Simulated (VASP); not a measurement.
# Nb3Sn (Pm-3n) in VASP: a series of runs, part 3 of 3

VASP 6.6.1.

### Step 5. Relaxation of cell and atoms, revPBE+D3(BJ)

This run uses another cell than the first one, of 18.42 Å³/atom.

INCAR reads:

```
SYSTEM = Nb3Sn
ALGO = Normal
EDIFF = 1E-6
EDIFFG = -0.03
ENCUT = 600
GGA = RE
IBRION = 2
ISIF = 3
ISMEAR = -1
IVDW = 12
LASPH = .True.
LCHARG = .False.
LREAL = .False.
LWAVE = .False.
NELM = 60
NSW = 80
PREC = Accurate
SIGMA = 0.05
```

KPOINTS reads:

```
k-points
0
Gamma
  5 5 5
  0 0 0
```

POSCAR reads:

```
Nb3Sn
1.0
    5.2821000000      0.0000000000      0.0000000000
    0.0000000000      5.2821000000      0.0000000000
    0.0000000000      0.0000000000      5.2821000000
Nb Sn
6 2
Direct
    0.2500000000      0.0000000000      0.5000000000
    0.5000000000      0.7500000000      0.0000000000
    0.7500000000      0.0000000000      0.5000000000
    0.5000000000      0.2500000000      0.0000000000
    0.0000000000      0.5000000000      0.7500000000
    0.0000000000      0.5000000000      0.2500000000
    0.0000000000      0.0000000000      0.0000000000
    0.5000000000      0.5000000000      0.5000000000
```

Potentials or basis: VASP PAW PBE potentials, release 64 (Nb_sv, Sn_d).

The run is started by

```
> cat potpaw_PBE.64/Nb_sv/POTCAR potpaw_PBE.64/Sn_d/POTCAR > POTCAR
> mpirun -np 1 vasp_std > vasp.out
```

OUTCAR:

```text
SYSTEM = Nb3Sn
   EDIFF = 1E-6
   EDIFFG = -0.03
   ENCUT = 600
   GGA = RE
   IBRION = 2
   ISIF = 3
   ISMEAR = -1
   IVDW = 12
   LASPH = .True.
   LREAL = .False.
   NELM = 60
   NSW = 80
   PREC = Accurate
 IVDW          = 12

 ion  position               nearest neighbor table
   1  0.250  0.000  0.500-   3 2.64   3 2.64   8 2.95   7 2.95   8 2.95   7 2.95
   2  0.500  0.750  0.000-   4 2.64   4 2.64   8 2.95   8 2.95   7 2.95   7 2.95
   3  0.750  0.000  0.500-   1 2.64   1 2.64   8 2.95   7 2.95   8 2.95   7 2.95
   4  0.500  0.250  0.000-   2 2.64   2 2.64   8 2.95   8 2.95   7 2.95   7 2.95
   5  0.000  0.500  0.750-   6 2.64   6 2.64   8 2.95   7 2.95   7 2.95   8 2.95
   6  0.000  0.500  0.250-   5 2.64   5 2.64   8 2.95   7 2.95   7 2.95   8 2.95
   7  0.000  0.000  0.000-   1 2.95   2 2.95   3 2.95   4 2.95   5 2.95   6 2.95   1 2.95   3 2.95
                             5 2.95   6 2.95   2 2.95   4 2.95
   8  0.500  0.500  0.500-   1 2.95   2 2.95   3 2.95   4 2.95   5 2.95   6 2.95   2 2.95   4 2.95
                             1 2.95   3 2.95   5 2.95   6 2.95

  LATTYP: Found a simple cubic cell.
 ALAT       =     5.2821000000

  Lattice vectors:

 A1 = (   5.2821000000,   0.0000000000,   0.0000000000)
 A2 = (   0.0000000000,   5.2821000000,   0.0000000000)
 A3 = (   0.0000000000,   0.0000000000,   5.2821000000)

Analysis of symmetry for initial positions (statically):
=====================================================================
 Subroutine PRICEL returns:
 Original cell was already a primitive cell.

 Routine SETGRP: Setting up the symmetry group for a
 simple cubic supercell.

 Subroutine GETGRP returns: Found 48 space group operations
 (whereof 24 operations were pure point group operations)
 out of a pool of 48 trial point group operations.

The static configuration has the point symmetry T_h .
 The point group associated with its full space group is O_h .

Analysis of symmetry for dynamics (positions and initial velocities):
=====================================================================
 Subroutine PRICEL returns:
 Original cell was already a primitive cell.
[... 102 lines left out ...]
   LSORBIT =      F    spin-orbit coupling
   LASPH  =      T    aspherical Exc in radial PAW
   ENCUT  =  600.0 eV  44.10 Ry    6.64 a.u.  10.55 10.55 10.55*2*pi/ulx,y,z
   NELM   =     60;   NELMIN=  2; NELMDL= -5     # of ELM steps
   EDIFF  = 0.1E-05   stopping-criterion for ELM
   LREAL  =      F    real-space projection
   EDIFFG = -.3E-01   stopping-criterion for IOM
   NSW    =     80    number of steps for IOM
   IBRION =      2    ionic relax: 0-MD 1-quasi-New 2-CG
   NFREE  =      1    steps in history (QN), initial steepest desc. (CG)
   ISIF   =      3    stress and relaxation
   ISYM   =      2    0-nonsym 1-usesym 2-fastsym
   POTIM  = 0.5000    time-step for ionic-motion
   TEBEG  =    0.0;   TEEND  =   0.0 temperature during run
   PSTRESS=    0.0 pullay stress
   NELECT =     106.0000    total number of electrons
   NUPDOWN=      -1.0000    fix difference up-down
   EMIN   =  10.00;   EMAX   =-10.00  energy-range for DOS
   EFERMI =   0.00;   METHOD = LEGACY
   ISMEAR =    -1;   SIGMA  =   0.05  broadening in eV -4-tet -1-fermi 0-gaus
   EFERMI_NEDOS =   21; number of points for ismear=-14 and -15
   IALGO  =     38    algorithm
   IMIX   =      4    mixing-type and parameters
     AMIX     =   0.40;   BMIX     =  1.00
     AMIX_MAG =   1.60;   BMIX_MAG =  1.00
  volume/ion in A,a.u.               =      18.42       124.32
  Fermi-wavevector in a.u.,A,eV,Ry     =   1.466798  2.771845 29.272866  2.151495
  Thomas-Fermi vector in A             =   2.582492
   LORBIT       =      0    0 simple, 1 ext, 2 COOP (PROOUT), +10 PAW based schemes
   GGA     = RE    functional components
   LHFCALC =     F    Hartree Fock is set to
   AEXX    =    0.0000 exact exchange contribution
   IVDW    =    12    specifies the selected vdW correction
   LEPSILON=     F    determine dielectric tensor
   LRPA    =     F    only Hartree local field effects (RPA)
 conjugate gradient relaxation of ions
 non-spin polarized calculation
  energy-cutoff  :      600.00
  volume of cell :      147.37
 maximum number of plane-waves:      4951
 NGX is ok and might be reduce to    42
   NGX = 21   NGY = 21   NGZ = 21

--------------------------------------- Ionic step        1  -------------------------------------------

 number of electron     106.0000023 magnetization

 Free energy of the ion-electron system (eV)
  ---------------------------------------------------
  ext. energy  EPLUGINS =         0.00000000
  ---------------------------------------------------
  free energy    TOTEN  =       -67.18457221 eV

  energy without entropy =      -67.07132081  energy(sigma->0) =      -67.12794651

------------------------ aborting loop because EDIFF is reached ----------------------------------------

 Edisp (eV)  -10.04786

 E8    (eV) :    -7.3593
[... 83 lines left out ...]
--------------------------------------- Ionic step        3  -------------------------------------------

 number of electron     106.0000009 magnetization

 Free energy of the ion-electron system (eV)
  ---------------------------------------------------
  ext. energy  EPLUGINS =         0.00000000
  ---------------------------------------------------
  free energy    TOTEN  =       -66.91160761 eV

  energy without entropy =      -66.80477358  energy(sigma->0) =      -66.85819059

 E-fermi :  11.9860     XC(G=0): -12.4983

 val. band max:       11.9634483436   @ k =   0.4000   0.4000   0.4000
 cond. band min:      12.0025090114   @ k =   0.4000   0.4000   0.4000
 fundamental gap:      0.0390606678
 Fermi energy:        11.9859856842

 k-point     1 :       0.0000    0.0000    0.0000
  band No.  band energies     occupation
      1     -42.5166      2.00000
      2     -42.4314      2.00000
      3     -42.4314      2.00000
      4     -42.1806      2.00000
      5     -42.1806      2.00000
      6     -42.1806      2.00000
[... 688 lines left out ...]
  FREE ENERGIE OF THE ION-ELECTRON SYSTEM (eV)
  ---------------------------------------------------
  free  energy   TOTEN  =       -77.3308572027 eV

  energy  without entropy=      -77.2240231669  energy(sigma->0) =      -77.27744018

 reached required accuracy - stopping structural energy minimisation
```

OSZICAR:

```text
N       E                     dE             d eps       ncg     rms          rms(c)
DAV:   1     0.196903888541E+04    0.19690E+04   -0.55536E+04  1335   0.247E+03
DAV:   2     0.257415153665E+03   -0.17116E+04   -0.16731E+04  1268   0.907E+02
[... 35 lines left out ...]
DAV:   7    -0.669107295954E+02   -0.69311E-02   -0.44924E-02  1859   0.934E-01    0.219E-01
DAV:   8    -0.669115979574E+02   -0.86836E-03   -0.42438E-03  1817   0.324E-01    0.859E-02
DAV:   9    -0.669116238710E+02   -0.25914E-04   -0.28081E-04  2249   0.733E-02    0.533E-02
DAV:  10    -0.669116051616E+02    0.18709E-04   -0.60968E-05  1640   0.373E-02    0.217E-02
DAV:  11    -0.669116073705E+02   -0.22089E-05   -0.31183E-06  1225   0.109E-02    0.129E-02
DAV:  12    -0.669116076110E+02   -0.24042E-06   -0.59150E-07   880   0.608E-03
   3 F= -.77330857E+02 E0= -.77277440E+02  d E =-.984210E-01
```

Run time: 4.4 min. Hardware: 1 thread of AMD EPYC 7R13 (Zen 3), shared host; peak memory 0.29 GiB.

What came out:

- Free energy: -77.3309 eV
- Relaxed volume: 17.80 Å³/atom
- Relaxed cell: a = 5.222 Å, b = 5.222 Å, c = 5.222 Å, α = 90.00°, β = 90.00°, γ = 90.00°
- Space group after relaxing (to 0.1 Å): Pm-3n (No. 223)
- Energy gained by relaxing: 12.3 meV/atom
- Ionic steps: 3
- Pressure after relaxing: -0.1 GPa
- Band gap on the k mesh: zero (bands 53 and 54 overlap by 0.12 eV)
- Dispersion energy per atom: -1.302 eV

Step by step:
| step | energy change (eV) | largest force (eV/Å) | pressure (GPa) | volume (Å³) |
| --- | --- | --- | --- | --- |
| 1 | 0.0000 | 0.0000 | -5.99 | 147.37 |
| 2 | 0.2752 | 0.0000 | 13.96 | 133.17 |
| 3 | -0.0984 | 0.0000 | -0.14 | 142.37 |

Final structure:
```
Nb Sn
1.0
     5.22164    0.00000    0.00000
     0.00000    5.22164    0.00000
     0.00000    0.00000    5.22164
Nb Sn
6 2
Direct
  0.25000 0.00000 0.50000
  0.50000 0.75000 0.00000
  0.75000 0.00000 0.50000
  0.50000 0.25000 0.00000
  0.00000 0.50000 0.75000
  0.00000 0.50000 0.25000
  0.00000 0.00000 0.00000
  0.50000 0.50000 0.50000
```

Caveat: the dispersion term is far too large for a dense solid, which distorts pressure and volume; the PAW data sets were made with another functional, which shifts forces and pressure a little; spin-orbit coupling is left out, which moves the levels of the heavy elements.

### Step 6. The runs side by side

```csv
task,level,potentials or basis,cell,cutoff (eV),gap on the mesh (eV),pressure (GPa)
single point,revPBE+D3(BJ),"VASP PAW PBE potentials, release 64 (Nb_sv, Sn_d)","a = 5.223 Å, 8 atoms",520,none,-0.2
single point,LDA,"VASP PAW LDA potentials, release 64 (Nb_sv, Sn_d)","a = 5.223 Å, 8 atoms",520,none,0.0
single point,r2SCAN,"VASP PAW PBE potentials, release 64 (Nb_sv, Sn_d)","a = 5.305 Å, 8 atoms",520,none,-0.1
relaxation of cell and atoms,revPBE+D3(BJ),"VASP PAW PBE potentials, release 64 (Nb_sv, Sn_d)","relaxed from a = 5.282 Å, 8 atoms",600,none,-0.1
```

Alike in all rows: no spin polarisation; k mesh 5 × 5 × 5; smearing fermi-dirac 0.05 eV.

Caveats: spin-orbit coupling is left out, which moves the levels of the heavy elements; the PAW data sets were made with another functional, which shifts forces and pressure a little (at least some runs); the dispersion term is far too large for a dense solid, which distorts pressure and volume (at least some runs).

Absolute energies hang on the potentials; compare differences alone.

The gap in the log of VASP goes by the Fermi energy; the results here count the filled bands.